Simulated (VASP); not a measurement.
# MgS (F-43m) in VASP: a series of runs

The runs below take MgS through single point, with LDA.

Everything below comes from runs of VASP 6.6.1. Logs are shortened: lines on timing, memory, paths and dates and some standing lists are left out, and cuts for length are marked.

## 1. The cell of the first run

The structure is cubic, space group F-43m (No. 216). Conventional cell: a = 5.741 Å, b = 5.741 Å, c = 5.741 Å, α = 90.00°, β = 90.00°, γ = 90.00°. Within 3.3 Å of Mg (site symmetry -43m) lie 4 S at 2.49 Å. Within 3.3 Å of S (site symmetry -43m) lie 4 Mg at 2.49 Å.

## 2. Single point, LDA

Contents of INCAR:

```
ALGO     = Normal         # electronic algorithm
EDIFF    = 1E-6           # SCF threshold, eV
ENCUT    = 600            # plane-wave cutoff, eV
GGA_COMPAT= F            
ISIF     = 2              # what is computed and relaxed
ISMEAR   = 0              # smearing method
LASPH    = T              # aspherical terms in the spheres
LCHARG   = T              # write CHGCAR
LELF     = T              # ELF
LREAL    = F              # projectors in reciprocal space
LVHAR    = T            
LWAVE    = F              # write WAVECAR
NBANDS   = 11             # bands
NELM     = 120            # most SCF steps
PREC     = Accurate       # precision mode
SIGMA    = 0.01           # smearing width, eV
```

Contents of KPOINTS:

```
k-points
0
Gamma
  5 5 5
```

Contents of POSCAR:

```
MgS
1.0
    0.0000000000      2.8704021702      2.8704021702
    2.8704021702      0.0000000000      2.8704021702
    2.8704021702      2.8704021702      0.0000000000
Mg S
1 1
Direct
    0.0000000000      0.0000000000      0.0000000000
    0.7500000000      0.7500000000      0.7500000000
```

Potentials or basis: VASP PAW LDA potentials, release 64 (Mg, S).

Command:

```bash
> cat potpaw_LDA.64/Mg/POTCAR potpaw_LDA.64/S/POTCAR > POTCAR
> mpirun -np 1 vasp_std > vasp.out
```

OUTCAR:

```text
EDIFF = 1E-6
   ENCUT = 600
   ISIF = 2
   ISMEAR = 0
   LASPH = T
   LREAL = F
   NELM = 120
   PREC = Accurate

 ion  position               nearest neighbor table
   1  0.000  0.000  0.000-   2 2.49   2 2.49   2 2.49   2 2.49
   2  0.750  0.750  0.750-   1 2.49   1 2.49   1 2.49   1 2.49

  LATTYP: Found a face centered cubic cell.
 ALAT       =     5.7408043404

  Lattice vectors:

 A1 = (   0.0000000000,   2.8704021702,   2.8704021702)
 A2 = (   2.8704021702,   0.0000000000,   2.8704021702)
 A3 = (   2.8704021702,   2.8704021702,   0.0000000000)

Analysis of symmetry for initial positions (statically):
=====================================================================
 Subroutine PRICEL returns:
 Original cell was already a primitive cell.

 Routine SETGRP: Setting up the symmetry group for a
 face centered cubic supercell.

 Subroutine GETGRP returns: Found 24 space group operations
 (whereof 24 operations were pure point group operations)
 out of a pool of 48 trial point group operations.

The static configuration has the point symmetry T_d .

Analysis of symmetry for dynamics (positions and initial velocities):
=====================================================================
 Subroutine PRICEL returns:
 Original cell was already a primitive cell.

 Routine SETGRP: Setting up the symmetry group for a
 face centered cubic supercell.

 Subroutine GETGRP returns: Found 24 space group operations
 (whereof 24 operations were pure point group operations)
 out of a pool of 48 trial point group operations.

The dynamic configuration has the point symmetry T_d .

 Subroutine INISYM returns: Found 24 space group operations
 (whereof 24 operations are pure point group operations),
 and found     1 'primitive' translations

----------------------------------------------------------------------------------------

                                     Primitive cell

  volume of cell :      47.2997

  direct lattice vectors                    reciprocal lattice vectors
     0.000000000  2.870402170  2.870402170    -0.174191619  0.174191619  0.174191619
     2.870402170  0.000000000  2.870402170     0.174191619 -0.174191619  0.174191619
     2.870402170  2.870402170  0.000000000     0.174191619  0.174191619 -0.174191619

  length of vectors
     4.059361679  4.059361679  4.059361679     0.301708734  0.301708734  0.301708734

  position of ions in fractional coordinates (direct lattice)
     0.000000000  0.000000000  0.000000000
     0.750000000  0.750000000  0.750000000

  ion indices of the primitive-cell ions
   primitive index   ion index
                 1           1
                 2           2

----------------------------------------------------------------------------------------

 KPOINTS: k-points

Automatic generation of k-mesh.
 Grid dimensions read from file:
 generate k-points for:    5    5    5

 Generating k-lattice:

  Cartesian coordinates                     Fractional coordinates (reciprocal lattice)
    -0.034838324  0.034838324  0.034838324     0.200000000  0.000000000  0.000000000
     0.034838324 -0.034838324  0.034838324     0.000000000  0.200000000  0.000000000
     0.034838324  0.034838324 -0.034838324     0.000000000  0.000000000  0.200000000

  Length of vectors
     0.060341747  0.060341747  0.060341747

  Shift w.r.t. Gamma in fractional coordinates (k-lattice)
     0.000000000  0.000000000  0.000000000

 Subroutine IBZKPT returns following result:
 ===========================================

 Found     10 irreducible k-points:

 Following reciprocal coordinates:
            Coordinates               Weight
  0.000000  0.000000  0.000000      1.000000
  0.200000  0.000000  0.000000      8.000000
  0.400000  0.000000  0.000000      8.000000
  0.200000  0.200000  0.000000      6.000000
  0.400000  0.200000  0.000000     24.000000
 -0.400000  0.200000  0.000000     24.000000
 -0.200000  0.200000  0.000000     12.000000
  0.400000  0.400000  0.000000      6.000000
 -0.400000  0.400000  0.000000     12.000000
 -0.400000  0.400000  0.200000     24.000000
   k-points           NKPTS =     10   k-points in BZ     NKDIM =     10   number of bands    NBANDS=     11
   number of dos      NEDOS =    301   number of ions     NIONS =      2
   total plane-waves  NPLWV =  32768
   dimension x,y,z NGX =    32 NGY =   32 NGZ =   32
   dimension x,y,z NGXF=    64 NGYF=   64 NGZF=   64
   ions per type =               1   1
   NGX,Y,Z   is equivalent  to a cutoff of  13.11, 13.11, 13.11 a.u.
   NGXF,Y,Z  is equivalent  to a cutoff of  26.21, 26.21, 26.21 a.u.
 SYSTEM =  unknown system
   PREC   = accura    normal or accurate (medium, high low for compatibility)
   ISTART =      0    job   : 0-new  1-cont  2-samecut
   ICHARG =      2    charge: 1-file 2-atom 10-const
   ISPIN  =      1    spin polarized calculation?
   LNONCOLLINEAR =      F non collinear calculations
   LSORBIT =      F    spin-orbit coupling
   LASPH  =      T    aspherical Exc in radial PAW
   ENCUT  =  600.0 eV  44.10 Ry    6.64 a.u.   8.11  8.11  8.11*2*pi/ulx,y,z
   NELM   =    120;   NELMIN=  2; NELMDL= -5     # of ELM steps
   EDIFF  = 0.1E-05   stopping-criterion for ELM
   LREAL  =      F    real-space projection
   EDIFFG = 0.1E-04   stopping-criterion for IOM
   NSW    =      0    number of steps for IOM
   IBRION =     -1    ionic relax: 0-MD 1-quasi-New 2-CG
   NFREE  =      0    steps in history (QN), initial steepest desc. (CG)
   ISIF   =      2    stress and relaxation
   ISYM   =      2    0-nonsym 1-usesym 2-fastsym
   POTIM  = 0.5000    time-step for ionic-motion
   TEBEG  =    0.0;   TEEND  =   0.0 temperature during run
   PSTRESS=    0.0 pullay stress
   NELECT =       8.0000    total number of electrons
   NUPDOWN=      -1.0000    fix difference up-down
   EMIN   =  10.00;   EMAX   =-10.00  energy-range for DOS
   EFERMI =   0.00;   METHOD = LEGACY
   ISMEAR =     0;   SIGMA  =   0.01  broadening in eV -4-tet -1-fermi 0-gaus
   EFERMI_NEDOS =   21; number of points for ismear=-14 and -15
   IALGO  =     38    algorithm
   IMIX   =      4    mixing-type and parameters
     AMIX     =   0.40;   BMIX     =  1.00
     AMIX_MAG =   1.60;   BMIX_MAG =  1.00
  volume/ion in A,a.u.               =      23.65       159.60
  Fermi-wavevector in a.u.,A,eV,Ry     =   0.905355  1.710872 11.152248  0.819667
  Thomas-Fermi vector in A             =   2.028912
   LORBIT       =      0    0 simple, 1 ext, 2 COOP (PROOUT), +10 PAW based schemes
   GGA     = CA    functional components
   LHFCALC =     F    Hartree Fock is set to
   AEXX    =    0.0000 exact exchange contribution
   IVDW    =     0    specifies the selected vdW correction
   LEPSILON=     F    determine dielectric tensor
   LRPA    =     F    only Hartree local field effects (RPA)
 non-spin polarized calculation
 Gauss-broadening in eV      SIGMA  =   0.01
  energy-cutoff  :      600.00
  volume of cell :       47.30
 maximum number of plane-waves:      1596
   NGX = 17   NGY = 17   NGZ = 17

 number of electron       8.0000001 magnetization

 Free energy of the ion-electron system (eV)
  ---------------------------------------------------
  ext. energy  EPLUGINS =         0.00000000
  ---------------------------------------------------
  free energy    TOTEN  =        -9.33613347 eV

  energy without entropy =       -9.33613347  energy(sigma->0) =       -9.33613347

 E-fermi :   0.7570     XC(G=0):  -8.6041

 val. band max:        0.6415471623   @ k =   0.0000   0.0000   0.0000
 cond. band min:       3.6325958669   @ k =   0.0000   0.0000   0.0000
 fundamental gap:      2.9910487045
 Fermi energy:         0.7570348896

 k-point     1 :       0.0000    0.0000    0.0000
  band No.  band energies     occupation
      1     -10.4627      2.00000
      2       0.6415      2.00000
      3       0.6415      2.00000
      4       0.6415      2.00000
      5       3.6326      0.00000
      6       8.2982      0.00000
      7       8.2982      0.00000
      8       8.2982      0.00000
      9      11.2930      0.00000
     10      11.2930      0.00000
     11      13.6490      0.00000

 k-point     2 :       0.2000    0.0000    0.0000
  band No.  band energies     occupation
      1     -10.2627      2.00000
      2      -0.7486      2.00000
      3       0.5211      2.00000
      4       0.5211      2.00000
      5       4.8963      0.00000
      6       7.9884      0.00000
      7       8.5689      0.00000
      8       8.5689      0.00000
      9      10.6577      0.00000
     10      10.6577      0.00000
     11      12.6796      0.00000

 k-point     3 :       0.4000    0.0000    0.0000
  band No.  band energies     occupation
      1      -9.8928      2.00000
      2      -2.2154      2.00000
      3       0.3473      2.00000
      4       0.3473      2.00000
      5       5.3765      0.00000
      6       8.1432      0.00000
      7       8.1432      0.00000
      8       8.6584      0.00000
      9      12.4160      0.00000
     10      12.4160      0.00000
     11      12.4613      0.00000

 k-point     4 :       0.2000    0.2000    0.0000
  band No.  band energies     occupation
      1     -10.1967      2.00000
      2      -0.7062      2.00000
      3       0.2441      2.00000
      4       0.2441      2.00000
      5       5.2908      0.00000
      6       7.1602      0.00000
      7       8.8849      0.00000
      8       9.2778      0.00000
      9       9.2778      0.00000
     10      11.9530      0.00000
     11      15.1604      0.00000

 k-point     5 :       0.4000    0.2000    0.0000
  band No.  band energies     occupation
      1      -9.8781      2.00000
      2      -1.7642      2.00000
      3      -0.1856      2.00000
      4       0.0365      2.00000
      5       5.7696      0.00000
      6       7.2047      0.00000
      7       8.2152      0.00000
      8       9.3922      0.00000
      9      11.1964      0.00000
     10      13.2975      0.00000
     11      14.1721      0.00000

 k-point     6 :      -0.4000    0.2000    0.0000
  band No.  band energies     occupation
      1      -9.7396      2.00000
      2      -2.1142      2.00000
      3      -0.6158      2.00000
      4       0.1516      2.00000
      5       6.1793      0.00000
      6       7.0992      0.00000
      7       8.9099      0.00000
      8       9.0923      0.00000
      9      12.0653      0.00000
     10      12.1419      0.00000
     11      14.3536      0.00000

 k-point     7 :      -0.2000    0.2000    0.0000
  band No.  band energies     occupation
      1     -10.0004      2.00000
      2      -1.4767      2.00000
      3      -0.3002      2.00000
      4       0.4526      2.00000
      5       6.1996      0.00000
      6       7.4821      0.00000
      7       8.0663      0.00000
      8       8.9257      0.00000
      9       9.8623      0.00000
     10      12.8184      0.00000
     11      14.4324      0.00000

 k-point     8 :       0.4000    0.4000    0.0000
  band No.  band energies     occupation
      1      -9.7086      2.00000
      2      -1.9542      2.00000
      3      -0.2877      2.00000
      4      -0.2877      2.00000
      5       4.6108      0.00000
      6       6.1588      0.00000
      7      10.3452      0.00000
      8      11.4975      0.00000
      9      11.4975      0.00000
     10      13.7761      0.00000
     11      15.1861      0.00000

 k-point     9 :      -0.4000    0.4000    0.0000
  band No.  band energies     occupation
      1      -9.6192      2.00000
      2      -1.9148      2.00000
      3      -0.9936      2.00000
      4      -0.2278      2.00000
      5       4.9954      0.00000
      6       6.9053      0.00000
      7      10.1313      0.00000
      8      10.8830      0.00000
      9      11.2692      0.00000
     10      12.9600      0.00000
     11      15.2761      0.00000

 k-point    10 :      -0.4000    0.4000    0.2000
  band No.  band energies     occupation
      1      -9.6675      2.00000
      2      -1.7915      2.00000
      3      -0.9602      2.00000
      4      -0.3358      2.00000
      5       5.9655      0.00000
      6       7.6061      0.00000
      7       8.0483      0.00000
      8      10.0855      0.00000
      9      11.7243      0.00000
     10      12.9696      0.00000
     11      15.3619      0.00000

------------------------ aborting loop because EDIFF is reached ----------------------------------------

  FORCE on cell =-STRESS in cart. coord.  units (eV):
  Direction    XX          YY          ZZ          XY          YZ          ZX
  --------------------------------------------------------------------------------------
  -------------------------------------------------------------------------------------
  Total       -1.2917650     -1.2917650     -1.2917650      0.0000000     -0.0000000      0.0000000
  in kB      -43.7558233    -43.7558233    -43.7558233      0.0000000     -0.0000000      0.0000000
  external PRESSURE =     -43.7558233 kB  Pullay stress =       0.0000000 kB

 VOLUME and BASIS-vectors are now :
 -----------------------------------------------------------------------------
  energy-cutoff  :      600.00
  volume of cell :       47.30
      direct lattice vectors                 reciprocal lattice vectors
     0.000000000  2.870402170  2.870402170    -0.174191619  0.174191619  0.174191619
     2.870402170  0.000000000  2.870402170     0.174191619 -0.174191619  0.174191619
     2.870402170  2.870402170  0.000000000     0.174191619  0.174191619 -0.174191619

 POSITION                                       TOTAL-FORCE (eV/Angst)
 -----------------------------------------------------------------------------------
      0.00000      0.00000      0.00000        -0.000000     -0.000000     -0.000000
      4.30560      4.30560      4.30560         0.000000      0.000000      0.000000
 -----------------------------------------------------------------------------------
    total drift:                                0.000000      0.000000      0.000000

  FREE ENERGIE OF THE ION-ELECTRON SYSTEM (eV)
  ---------------------------------------------------
  free  energy   TOTEN  =        -9.3361334721 eV

  energy  without entropy=       -9.3361334721  energy(sigma->0) =       -9.33613347
```

Wall time 7.7 s (1 thread of Intel Xeon 6975P-C, shared host); peak memory 0.15 GiB.

Results:

```yaml
Free_energy: -9.3361 eV
Pressure: -4.4 GPa
Band_gap_on_the_k_mesh: 2.99 eV, direct
```

Levels at points of the mesh, in eV from the valence-band top:
| k point | band 1 | band 2 | band 3 | band 4 | band 5 | band 6 | band 7 | band 8 |
| --- | --- | --- | --- | --- | --- | --- | --- | --- |
| (0.00, 0.00, 0.00) | -11.10 | 0.00 | 0.00 | 0.00 | 2.99 | 7.66 | 7.66 | 7.66 |

Expect the measured gap to be larger: semilocal functionals such as LDA lack the derivative discontinuity.

## 3. Single point, LDA

This run uses another cell than the first one, of 24.10 Å³/atom, 1.019 times its volume.

Contents of INCAR:

```
SYSTEM = MgS
PREC = Accurate ; ENCUT = 600
EDIFF = 1E-6 ; ISMEAR = 0
SIGMA = 0.01 ; LREAL = .False.
LASPH = .True. ; NELM = 120
ALGO = Normal ; ISIF = 2
LWAVE = .False. ; LCHARG = .False.
NBANDS = 11 ; GGA_COMPAT = .False.
```

Contents of KPOINTS:

```
Automatic mesh
0
Gamma
  5 5 5
  0 0 0
```

Contents of POSCAR:

```
MgS
1.0
    0.0000000000      2.8886854795      2.8886854795
    2.8886854795      0.0000000000      2.8886854795
    2.8886854795      2.8886854795      0.0000000000
Mg S
1 1
Direct
    0.0000000000      0.0000000000      0.0000000000
    0.7500000000      0.7500000000      0.7500000000
```

Potentials or basis: VASP PAW LDA potentials, release 64 (Mg, S).

Command:

```bash
> cat potpaw_LDA.64/Mg/POTCAR potpaw_LDA.64/S/POTCAR > POTCAR
> mpirun -np 1 vasp_std > vasp.out
```

Wall time 9.2 s (1 thread of Intel Xeon 6975P-C, shared host); peak memory 0.17 GiB.

Results (log left out):

* Free energy: -9.3091 eV
* Pressure: -5.2 GPa
* Band gap on the k mesh: 2.90 eV, direct

Levels at points of the mesh, in eV from the valence-band top:
| k point | band 2 | band 3 | band 4 | band 5 | band 6 | band 7 |
| --- | --- | --- | --- | --- | --- | --- |
| (0.00, 0.00, 0.00) | 0.00 | 0.00 | 0.00 | 2.90 | 7.61 | 7.61 |

A hybrid or GW would open this gap; LDA tends to underestimate it.
